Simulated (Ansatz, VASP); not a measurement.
**TiAl in VASP and in Ansatz**

```
Ti Al
1.0
     2.86218    0.00000    0.00000
    -1.43109    2.47872    0.00000
     0.00000    0.00000    4.62737
Ti Al
1 1
Direct
  0.00000 0.00000 0.00000
  0.33333 0.66667 0.50000
```

Alike in both runs: functional r2SCAN; dispersion rVV10; k mesh 18 × 18 × 10; occupations gaussian, width 0.1 eV; no spin polarisation.

Ansatz relaxed the structure, and its values are those at the end. VASP's run is a single point on that final structure, the one shown.

|  | VASP | Ansatz |
| --- | --- | --- |
| version | VASP 6.6.1 | Ansatz 0.2.0 |
| potentials or method | VASP PAW PBE potentials, release 64 (Ti_sv, Al), cutoff 520 eV | scalar-relativistic, plane waves, PAW |
| valence electrons in the cell | 15 | 15 |

```tsv
	VASP	Ansatz	Ansatz less VASP
gap on the k mesh at the Fermi level (eV)	none	none	-
pressure (GPa)	0.1	0.0	-0.14
```

VASP's potentials were made for PBE, not for r2SCAN. A gap of «none» marks a metal or a gap that the smearing closes.
